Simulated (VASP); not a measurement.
# SrO (Fm-3m) in VASP: further runs, part 2 of 2

VASP 6.6.1. The steps go on from the part before.

### Step 3. Relaxation of cell and atoms, PBEsol

This run uses another cell than the first one, of 16.90 Å³/atom.

INCAR reads:

```
PREC = Accurate ; ENCUT = 600
EDIFF = 1E-7 ; ISMEAR = 0
SIGMA = 0.01 ; LREAL = False
LASPH = True ; NELM = 120
ALGO = Normal ; ISIF = 3
LWAVE = False ; LCHARG = False
GGA = PS ; IBRION = 2
NSW = 60 ; EDIFFG = -0.03
GGA_COMPAT = False ; NELMIN = 4
```

KPOINTS reads:

```
regular mesh
0
Gamma
  8 8 8
```

POSCAR reads:

```
SrO
1.0
    0.0000000000      2.5663000000      2.5663000000
    2.5663000000      0.0000000000      2.5663000000
    2.5663000000      2.5663000000      0.0000000000
Sr O
1 1
Direct
    0.5000000000      0.5000000000      0.5000000000
    0.0000000000      0.0000000000      0.0000000000
```

Potentials or basis: VASP PAW PBE potentials, release 64 (Sr_sv, O).

Started as:

```bash
$ cat potpaw_PBE.64/Sr_sv/POTCAR potpaw_PBE.64/O/POTCAR > POTCAR
$ mpirun -np 1 vasp_std > vasp.out
```

OUTCAR:

```text
PREC = Accurate
   ENCUT = 600
   EDIFF = 1E-7
   ISMEAR = 0
   LREAL = False
   LASPH = True
   NELM = 120
   ISIF = 3
   GGA = PS
   IBRION = 2
   NSW = 60
   EDIFFG = -0.03
   NELMIN = 4

 ion  position               nearest neighbor table
   1  0.500  0.500  0.500-   2 2.57   2 2.57   2 2.57   2 2.57   2 2.57   2 2.57
   2  0.000  0.000  0.000-   1 2.57   1 2.57   1 2.57   1 2.57   1 2.57   1 2.57

  LATTYP: Found a face centered cubic cell.
 ALAT       =     5.1326000000

  Lattice vectors:

 A1 = (   0.0000000000,   2.5663000000,   2.5663000000)
 A2 = (   2.5663000000,   0.0000000000,   2.5663000000)
 A3 = (   2.5663000000,   2.5663000000,   0.0000000000)

Analysis of symmetry for initial positions (statically):
=====================================================================
 Subroutine PRICEL returns:
 Original cell was already a primitive cell.

 Routine SETGRP: Setting up the symmetry group for a
 face centered cubic supercell.

 Subroutine GETGRP returns: Found 48 space group operations
 (whereof 48 operations were pure point group operations)
 out of a pool of 48 trial point group operations.

The static configuration has the point symmetry O_h .

Analysis of symmetry for dynamics (positions and initial velocities):
=====================================================================
 Subroutine PRICEL returns:
 Original cell was already a primitive cell.

 Routine SETGRP: Setting up the symmetry group for a
 face centered cubic supercell.

 Subroutine GETGRP returns: Found 48 space group operations
 (whereof 48 operations were pure point group operations)
 out of a pool of 48 trial point group operations.

The dynamic configuration has the point symmetry O_h .

 Subroutine INISYM returns: Found 48 space group operations
 (whereof 48 operations are pure point group operations),
 and found     1 'primitive' translations

----------------------------------------------------------------------------------------
[... 118 lines left out ...]
   GGA     = PS    functional components
   LHFCALC =     F    Hartree Fock is set to
   AEXX    =    0.0000 exact exchange contribution
   IVDW    =     0    specifies the selected vdW correction
   LEPSILON=     F    determine dielectric tensor
   LRPA    =     F    only Hartree local field effects (RPA)
 conjugate gradient relaxation of ions
 non-spin polarized calculation
 Gauss-broadening in eV      SIGMA  =   0.01
  energy-cutoff  :      600.00
  volume of cell :       33.80
 maximum number of plane-waves:      1158
 NGX is ok and might be reduce to    30
   NGX = 15   NGY = 15   NGZ = 15

 number of electron      15.9999997 magnetization

 Free energy of the ion-electron system (eV)
  ---------------------------------------------------
  ext. energy  EPLUGINS =         0.00000000
  ---------------------------------------------------
  free energy    TOTEN  =       -12.64111119 eV

  energy without entropy =      -12.64111119  energy(sigma->0) =      -12.64111119

 E-fermi :   1.6920     XC(G=0): -10.3034

 val. band max:        1.5133567141   @ k =   0.0000   0.0000   0.0000
 cond. band min:       4.6659233890   @ k =   0.5000   0.5000   0.0000
 fundamental gap:      3.1525666749
 Fermi energy:         1.6919557280

 k-point     1 :       0.0000    0.0000    0.0000
  band No.  band energies     occupation
      1     -30.7039      2.00000
      2     -13.4914      2.00000
      3     -12.3508      2.00000
      4     -12.3508      2.00000
      5     -12.3508      2.00000
      6       1.5134      2.00000
      7       1.5134      2.00000
      8       1.5134      2.00000
      9       5.3754      0.00000
     10       7.6878      0.00000
     11       7.6878      0.00000
     12       7.6878      0.00000
[... 331 lines left out ...]
 k-point    24 :      -0.3750    0.2500    0.1250
  band No.  band energies     occupation
      1     -30.5364      2.00000
      2     -14.7054      2.00000
      3     -12.7582      2.00000
      4     -12.5915      2.00000
      5     -11.5226      2.00000
      6      -0.1045      2.00000
      7       0.6321      2.00000
      8       0.7134      2.00000
      9       7.8300      0.00000
     10       8.1803      0.00000
     11      10.8371      0.00000
     12      11.0475      0.00000

 [... further k-points ...]
[... 5 lines left out ...]
  --------------------------------------------------------------------------------------
  -------------------------------------------------------------------------------------
  Total       -0.0015109     -0.0015109     -0.0015109      0.0000000      0.0000000     -0.0000000
  in kB       -0.0716123     -0.0716123     -0.0716123      0.0000000      0.0000000     -0.0000000
  external PRESSURE =      -0.0716123 kB  Pullay stress =       0.0000000 kB

 VOLUME and BASIS-vectors are now :
 -----------------------------------------------------------------------------
  energy-cutoff  :      600.00
  volume of cell :       33.80
      direct lattice vectors                 reciprocal lattice vectors
     0.000000000  2.566300000  2.566300000    -0.194833028  0.194833028  0.194833028
     2.566300000  0.000000000  2.566300000     0.194833028 -0.194833028  0.194833028
     2.566300000  2.566300000  0.000000000     0.194833028  0.194833028 -0.194833028

 POSITION                                       TOTAL-FORCE (eV/Angst)
 -----------------------------------------------------------------------------------
      2.56630      2.56630      2.56630         0.000000      0.000000      0.000000
      0.00000      0.00000      0.00000        -0.000000     -0.000000     -0.000000
 -----------------------------------------------------------------------------------
    total drift:                               -0.000000      0.000000      0.000000

  FREE ENERGIE OF THE ION-ELECTRON SYSTEM (eV)
  ---------------------------------------------------
  free  energy   TOTEN  =       -12.6411111931 eV

  energy  without entropy=      -12.6411111931  energy(sigma->0) =      -12.64111119

 reached required accuracy - stopping structural energy minimisation
```

OSZICAR:

```text
N       E                     dE             d eps       ncg     rms          rms(c)
DAV:   1     0.735069139999E+02    0.73507E+02   -0.88630E+03   696   0.140E+03
DAV:   2    -0.115393065304E+02   -0.85046E+02   -0.78088E+02   960   0.258E+02
DAV:   3    -0.145371187552E+02   -0.29978E+01   -0.29853E+01   992   0.468E+01
DAV:   4    -0.146159643974E+02   -0.78846E-01   -0.78826E-01   912   0.479E+00
DAV:   5    -0.146167599855E+02   -0.79559E-03   -0.79558E-03   916   0.476E-01    0.172E+01
DAV:   6    -0.127863149502E+02    0.18304E+01   -0.91578E+00   796   0.229E+01    0.206E+01
DAV:   7    -0.126650806737E+02    0.12123E+00   -0.54037E-01   872   0.665E+00    0.120E+01
DAV:   8    -0.126410362247E+02    0.24044E-01   -0.14283E-01   728   0.415E+00    0.726E-01
DAV:   9    -0.126407450753E+02    0.29115E-03   -0.11871E-02  1004   0.919E-01    0.217E-01
DAV:  10    -0.126410426148E+02   -0.29754E-03   -0.84763E-04   760   0.292E-01    0.634E-02
DAV:  11    -0.126411060117E+02   -0.63397E-04   -0.92731E-05   792   0.888E-02    0.314E-02
DAV:  12    -0.126411128154E+02   -0.68036E-05   -0.13221E-05   996   0.347E-02    0.293E-02
DAV:  13    -0.126411112629E+02    0.15524E-05   -0.22276E-06   828   0.164E-02    0.294E-03
DAV:  14    -0.126411111931E+02    0.69819E-07   -0.43702E-07   928   0.551E-03
   1 F= -.12641111E+02 E0= -.12641111E+02  d E =-.126411E+02
```

It took 36 s on 1 thread of AMD EPYC 7R13, shared host; peak memory 0.15 GiB.

Results:

```
Free energy             : -12.6411 eV
Pressure after relaxing : 0.0 GPa
Band gap on the k mesh  : 3.15 eV (least direct gap 3.24 eV)
```

Final structure:
```
Sr O
1.0
     0.00000    2.56630    2.56630
     2.56630    0.00000    2.56630
     2.56630    2.56630    0.00000
Sr O
1 1
Direct
  0.50000 0.50000 0.50000
  0.00000 0.00000 0.00000
```

Caveat: the relaxation stopped at its first step, so nothing moved; the PAW data sets were made with another functional, which shifts forces and pressure a little. A k mesh can miss the band edges.
